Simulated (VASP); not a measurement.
# Li (R-3m) in VASP: a series of runs

The runs below take Li through single point, with r2SCAN.

All numbers are computed with VASP 6.6.1; they aren't measurements. Logs are shortened: lines on timing, memory, paths and dates and some standing lists are left out, and cuts for length are marked.

### Step 1. The cell of the first run

The structure is trigonal, space group R-3m (No. 166). The conventional cell has a = 4.148 Å, b = 4.148 Å, c = 10.161 Å, α = 90.00°, β = 90.00°, γ = 120.00°. Li (site symmetry 3m) has 1 Li at 1.47 Å within 2.0 Å.

### Step 2. Single point, r2SCAN (shortest bond scaled by 0.58, partial waves polarizable)

File POSCAR:

```
Li
1.0
    0.0000000000      2.9332963867      2.9332963867
    2.9332963867      0.0000000000      2.9332963867
    2.9332963867      2.9332963867      0.0000000000
Li
2
Direct
   -0.2825000000     -0.0725000000     -0.0725000000
    0.2825000000      0.0725000000      0.0725000000
```

File INCAR.step1:

```
  PREC = Accurate
  ENCUT = 520
  ISMEAR = -1
  SIGMA = 0.05
  LREAL = F
  LASPH = T
  NELM = 80
  NBANDS = 10
  GGA = PE
  ALGO = Normal
  EDIFF = 1E-4
  LWAVE = T
  LCHARG = F
```

File INCAR.step2:

```
  PREC = Accurate
  ENCUT = 520
  EDIFF = 1E-6
  ISMEAR = -1
  SIGMA = 0.05
  LREAL = F
  LASPH = T
  NELM = 80
  ALGO = Normal
  ISIF = 2
  LWAVE = F
  LCHARG = F
  METAGGA = R2SCAN
  LMIXTAU = T
  NBANDS = 10
  ISTART = 1
```

File KPOINTS:

```
Automatic mesh
0
Gamma
  9 9 9
```

Potentials or basis: VASP PAW PBE potentials, release 64 (Li_sv).

The run is started by

```console
$ cat potpaw_PBE.64/Li_sv/POTCAR > POTCAR
$ cp INCAR.step1 INCAR
$ mpirun -np 1 vasp_std > vasp.out
$ cp INCAR.step2 INCAR
$ mpirun -np 1 vasp_std > vasp.out
```

OUTCAR:

```text
PREC = Accurate
   ENCUT = 520
   EDIFF = 1E-6
   ISMEAR = -1
   LREAL = F
   LASPH = T
   NELM = 80
   ISIF = 2
   METAGGA = R2SCAN
   ISTART = 1

 ion  position               nearest neighbor table
   1  0.718  0.928  0.928-   2 1.47
   2  0.282  0.072  0.072-   1 1.47

  LATTYP: Found a face centered cubic cell.
 ALAT       =     5.8665927734

  Lattice vectors:

 A1 = (   0.0000000000,   2.9332963867,   2.9332963867)
 A2 = (   2.9332963867,   0.0000000000,   2.9332963867)
 A3 = (   2.9332963867,   2.9332963867,   0.0000000000)

Analysis of symmetry for initial positions (statically):
=====================================================================
 Subroutine PRICEL returns:
 Original cell was already a primitive cell.

 Routine SETGRP: Setting up the symmetry group for a
 face centered cubic supercell.

 Subroutine GETGRP returns: Found 12 space group operations
 (whereof  4 operations were pure point group operations)
 out of a pool of 48 trial point group operations.

The static configuration has the point symmetry C_2h.
 The point group associated with its full space group is D_3d.

Analysis of symmetry for dynamics (positions and initial velocities):
=====================================================================
 Subroutine PRICEL returns:
 Original cell was already a primitive cell.

 Routine SETGRP: Setting up the symmetry group for a
 face centered cubic supercell.

 Subroutine GETGRP returns: Found 12 space group operations
 (whereof  4 operations were pure point group operations)
 out of a pool of 48 trial point group operations.

The dynamic configuration has the point symmetry C_2h.
 The point group associated with its full space group is D_3d.

 Subroutine INISYM returns: Found 12 space group operations
 (whereof  4 operations are pure point group operations),
 and found     1 'primitive' translations

----------------------------------------------------------------------------------------

                                     Primitive cell

  volume of cell :      50.4775

  direct lattice vectors                    reciprocal lattice vectors
     0.000000000  2.933296387  2.933296387    -0.170456692  0.170456692  0.170456692
     2.933296387  0.000000000  2.933296387     0.170456692 -0.170456692  0.170456692
     2.933296387  2.933296387  0.000000000     0.170456692  0.170456692 -0.170456692

  length of vectors
     4.148307533  4.148307533  4.148307533     0.295239652  0.295239652  0.295239652

  position of ions in fractional coordinates (direct lattice)
     0.717500000  0.927500000  0.927500000
     0.282500000  0.072500000  0.072500000

  ion indices of the primitive-cell ions
   primitive index   ion index
                 1           1
                 2           2

----------------------------------------------------------------------------------------

 KPOINTS: Automatic mesh

Automatic generation of k-mesh.
 Grid dimensions read from file:
 generate k-points for:    9    9    9

 Generating k-lattice:

  Cartesian coordinates                     Fractional coordinates (reciprocal lattice)
    -0.018939632  0.018939632  0.018939632     0.111111111  0.000000000  0.000000000
     0.018939632 -0.018939632  0.018939632     0.000000000  0.111111111  0.000000000
     0.018939632  0.018939632 -0.018939632     0.000000000  0.000000000  0.111111111

  Length of vectors
     0.032804406  0.032804406  0.032804406

  Shift w.r.t. Gamma in fractional coordinates (k-lattice)
     0.000000000  0.000000000  0.000000000

 Subroutine IBZKPT returns following result:
 ===========================================

 Found     85 irreducible k-points:

 Following reciprocal coordinates:
            Coordinates               Weight
  0.000000  0.000000  0.000000      1.000000
  0.111111  0.000000  0.000000      2.000000
  0.000000  0.111111  0.000000      6.000000
  0.222222  0.000000  0.000000      2.000000
  0.000000  0.222222  0.000000      6.000000
  0.333333  0.000000  0.000000      2.000000
[... 16 lines left out ...]
 -0.333333  0.111111  0.000000      6.000000
  0.000000 -0.333333  0.111111     12.000000
 [... further k-points ...]
   k-points           NKPTS =     85   k-points in BZ     NKDIM =     85   number of bands    NBANDS=     10
   number of dos      NEDOS =    301   number of ions     NIONS =      2
   total plane-waves  NPLWV =  32768
   dimension x,y,z NGX =    32 NGY =   32 NGZ =   32
   dimension x,y,z NGXF=    64 NGYF=   64 NGZF=   64
   ions per type =               2
   NGX,Y,Z   is equivalent  to a cutoff of  12.82, 12.82, 12.82 a.u.
   NGXF,Y,Z  is equivalent  to a cutoff of  25.65, 25.65, 25.65 a.u.
 SYSTEM =  unknown system
   PREC   = accura    normal or accurate (medium, high low for compatibility)
   ISTART =      1    job   : 0-new  1-cont  2-samecut
   ICHARG =      0    charge: 1-file 2-atom 10-const
   ISPIN  =      1    spin polarized calculation?
   LNONCOLLINEAR =      F non collinear calculations
   LSORBIT =      F    spin-orbit coupling
   LASPH  =      T    aspherical Exc in radial PAW
   ENCUT  =  520.0 eV  38.22 Ry    6.18 a.u.   7.71  7.71  7.71*2*pi/ulx,y,z
   NELM   =     80;   NELMIN=  2; NELMDL=  0     # of ELM steps
   EDIFF  = 0.1E-05   stopping-criterion for ELM
   LREAL  =      F    real-space projection
   EDIFFG = 0.1E-04   stopping-criterion for IOM
   NSW    =      0    number of steps for IOM
   IBRION =     -1    ionic relax: 0-MD 1-quasi-New 2-CG
   NFREE  =      0    steps in history (QN), initial steepest desc. (CG)
   ISIF   =      2    stress and relaxation
   ISYM   =      2    0-nonsym 1-usesym 2-fastsym
   POTIM  = 0.5000    time-step for ionic-motion
   TEBEG  =    0.0;   TEEND  =   0.0 temperature during run
   PSTRESS=    0.0 pullay stress
   NELECT =       6.0000    total number of electrons
   NUPDOWN=      -1.0000    fix difference up-down
   EMIN   =  10.00;   EMAX   =-10.00  energy-range for DOS
   EFERMI =   0.00;   METHOD = LEGACY
   ISMEAR =    -1;   SIGMA  =   0.05  broadening in eV -4-tet -1-fermi 0-gaus
   EFERMI_NEDOS =   21; number of points for ismear=-14 and -15
   IALGO  =     38    algorithm
   IMIX   =      4    mixing-type and parameters
     AMIX     =   0.40;   BMIX     =  1.00
     AMIX_MAG =   1.60;   BMIX_MAG =  1.00
  volume/ion in A,a.u.               =      25.24       170.32
  Fermi-wavevector in a.u.,A,eV,Ry     =   0.804932  1.521101  8.815430  0.647916
  Thomas-Fermi vector in A             =   1.913082
   LORBIT       =      0    0 simple, 1 ext, 2 COOP (PROOUT), +10 PAW based schemes
   METAGGA = R2SCAN    functional components
   LHFCALC =     F    Hartree Fock is set to
   AEXX    =    0.0000 exact exchange contribution
   IVDW    =     0    specifies the selected vdW correction
   LEPSILON=     F    determine dielectric tensor
   LRPA    =     F    only Hartree local field effects (RPA)
 non-spin polarized calculation
  energy-cutoff  :      520.00
  volume of cell :       50.48
 maximum number of plane-waves:      1372
   NGX = 15   NGY = 15   NGZ = 15

 number of electron       5.9999997 magnetization

 Free energy of the ion-electron system (eV)
  ---------------------------------------------------
  ext. energy  EPLUGINS =         0.00000000
  ---------------------------------------------------
  free energy    TOTEN  =        -2.07882075 eV

  energy without entropy =       -2.07474792  energy(sigma->0) =       -2.07678433

 E-fermi :   0.2414     XC(G=0):  -6.8994

 val. band max:        0.2370388311   @ k =   0.1111  -0.3333   0.4444
 cond. band min:       0.2868020158   @ k =  -0.4444   0.2222   0.0000
 fundamental gap:      0.0497631847
 Fermi energy:         0.2413524604

 k-point     1 :       0.0000    0.0000    0.0000
  band No.  band energies     occupation
      1     -51.6516      2.00000
      2     -50.4564      2.00000
      3      -3.3471      2.00000
      4       5.7736      0.00000
      5       5.7742      0.00000
      6       5.8922      0.00000
      7       8.2515      0.00000
      8       8.2519      0.00000
      9       9.7487      0.00000
     10      11.8065      0.00000

 k-point     2 :       0.1111    0.0000    0.0000
  band No.  band energies     occupation
      1     -51.6508      2.00000
      2     -50.4574      2.00000
      3      -3.1948      2.00000
      4       5.0623      0.00000
      5       5.4780      0.00000
      6       5.4786      0.00000
      7       8.8462      0.00000
      8       8.8467      0.00000
      9      10.3336      0.00000
     10      11.3679      0.00000

 k-point     3 :       0.0000    0.1111    0.0000
  band No.  band energies     occupation
      1     -51.6513      2.00000
      2     -50.4568      2.00000
      3      -3.2180      2.00000
      4       4.9949      0.00000
      5       5.6347      0.00000
      6       5.8500      0.00000
      7       8.0323      0.00000
      8       8.3276      0.00000
      9      10.6943      0.00000
     10      11.3582      0.00000

 k-point     4 :       0.2222    0.0000    0.0000
  band No.  band energies     occupation
      1     -51.6487      2.00000
      2     -50.4597      2.00000
      3      -2.7409      2.00000
      4       3.4751      0.00000
      5       5.0014      0.00000
      6       5.0021      0.00000
      7       9.9081      0.00000
      8       9.9083      0.00000
      9      10.3262      0.00000
     10      10.3263      0.00000
[... 222 lines left out ...]
 k-point    22 :       0.1111    0.0000   -0.4444
  band No.  band energies     occupation
      1     -51.6485      2.00000
      2     -50.4595      2.00000
      3      -1.1735      2.00000
      4       0.3945      0.08932
      5       4.7009      0.00000
      6       4.8644      0.00000
      7       7.6829      0.00000
      8       8.3785      0.00000
      9       9.1993      0.00000
     10      11.5242      0.00000

 k-point    23 :      -0.3333    0.1111    0.0000
  band No.  band energies     occupation
      1     -51.6456      2.00000
      2     -50.4629      2.00000
      3      -1.5706      2.00000
      4       1.3970      0.00000
      5       3.8717      0.00000
      6       4.6680      0.00000
      7       8.2355      0.00000
      8       8.9346      0.00000
      9      11.1619      0.00000
     10      11.7708      0.00000

 k-point    24 :       0.0000   -0.3333    0.1111
  band No.  band energies     occupation
      1     -51.6493      2.00000
      2     -50.4587      2.00000
      3      -1.8637      2.00000
      4       1.4141      0.00000
      5       4.4020      0.00000
      6       5.8313      0.00000
      7       6.8641      0.00000
      8       8.8579      0.00000
      9       9.5028      0.00000
     10      11.1676      0.00000

 [... further k-points ...]

------------------------ aborting loop because EDIFF is reached ----------------------------------------

  FORCE on cell =-STRESS in cart. coord.  units (eV):
  Direction    XX          YY          ZZ          XY          YZ          ZX
  --------------------------------------------------------------------------------------
  -------------------------------------------------------------------------------------
  Total        0.1593087      0.1593087      0.1593087     -2.7157682      2.7157682     -2.7157682
  in kB        5.0565272      5.0565272      5.0565272    -86.1996396     86.1996396    -86.1996396
  external PRESSURE =       5.0565272 kB  Pullay stress =       0.0000000 kB

 VOLUME and BASIS-vectors are now :
 -----------------------------------------------------------------------------
  energy-cutoff  :      520.00
  volume of cell :       50.48
      direct lattice vectors                 reciprocal lattice vectors
     0.000000000  2.933296387  2.933296387    -0.170456692  0.170456692  0.170456692
     2.933296387  0.000000000  2.933296387     0.170456692 -0.170456692  0.170456692
     2.933296387  2.933296387  0.000000000     0.170456692  0.170456692 -0.170456692

 POSITION                                       TOTAL-FORCE (eV/Angst)
 -----------------------------------------------------------------------------------
      5.44126      4.82527      4.82527        -2.453740      2.453740      2.453740
      0.42533      1.04132      1.04132         2.453740     -2.453740     -2.453740
 -----------------------------------------------------------------------------------
    total drift:                               -0.000000     -0.000000      0.000000

  FREE ENERGIE OF THE ION-ELECTRON SYSTEM (eV)
  ---------------------------------------------------
  free  energy   TOTEN  =        -2.0788207458 eV

  energy  without entropy=       -2.0747479236  energy(sigma->0) =       -2.07678433
```

Run time: 4.3 min. Hardware: 1 thread of AMD EPYC 7R43 (Zen 3), shared host; peak memory 0.15 GiB.

Results:

```
Free energy            : -2.0788 eV
Largest force          : 4.250 eV/Å
Band gap on the k mesh : zero (band 3 reaches 0.24 eV, above the bottom of band 4 at -0.02 eV)
```

Forces on the atoms (eV/Å):
```
Li  -2.454  2.454  2.454
Li   2.454 -2.454 -2.454
```

Caveat: the cell differs from its parent crystal (shortest bond scaled by 0.58, partial waves polarizable); the cutoff is under 1.25 times the usual one of these potentials, so pressure, stress and relaxed cells hold a basis-set (Pulay) error; the PAW data sets were made with another functional, which shifts forces and pressure a little.

### Step 3. Single point, r2SCAN

POSCAR is that of step 2.

File INCAR.step1:

```
SYSTEM = Li
ALGO = Normal
EDIFF = 1E-4
ENCUT = 520
GGA = PE
ISMEAR = -1
LASPH = .TRUE.
LCHARG = .FALSE.
LREAL = .FALSE.
LWAVE = .TRUE.
NBANDS = 10
NELM = 80
PREC = Accurate
SIGMA = 0.05
```

File INCAR.step2:

```
SYSTEM = Li
ALGO = Normal
EDIFF = 1E-6
ENCUT = 520
ISIF = 2
ISMEAR = -1
ISTART = 1
LASPH = .TRUE.
LCHARG = .FALSE.
LMIXTAU = .TRUE.
LREAL = .FALSE.
LWAVE = .FALSE.
METAGGA = R2SCAN
NBANDS = 10
NELM = 80
PREC = Accurate
SIGMA = 0.05
```

File KPOINTS:

```
k-points
0
G
  9 9 9
  0 0 0
```

Potentials or basis: VASP PAW PBE potentials, release 64 (Li_sv).

The run is started by

```console
$ cat potpaw_PBE.64/Li_sv/POTCAR > POTCAR
$ cp INCAR.step1 INCAR
$ mpirun -np 1 vasp_std > vasp.out
$ cp INCAR.step2 INCAR
$ mpirun -np 1 vasp_std > vasp.out
```

It took 4.9 min on 1 thread of AMD EPYC 7R43 (Zen 3), shared host; peak memory 0.14 GiB.

The run converged. Its results:

- Free energy: -2.0788 eV
- Largest force: 4.250 eV/Å
- Band gap on the k mesh: zero (band 3 reaches 0.24 eV, above the bottom of band 4 at -0.02 eV)

Forces on the atoms (eV/Å):
```
Li  -2.454  2.454  2.454
Li   2.454 -2.454 -2.454
```

Levels at points of the mesh, in eV from the Fermi level:
| k point | band 1 | band 2 | band 3 | band 4 | band 5 | band 6 | band 7 | band 8 |
| --- | --- | --- | --- | --- | --- | --- | --- | --- |
| (0.00, 0.00, 0.00) | -51.89 | -50.70 | -3.59 | 5.53 | 5.53 | 5.65 | 8.01 | 8.01 |

Caveat: the cutoff is under 1.25 times the usual one of these potentials, so pressure, stress and relaxed cells hold a basis-set (Pulay) error; the PAW data sets were made with another functional, which shifts forces and pressure a little.
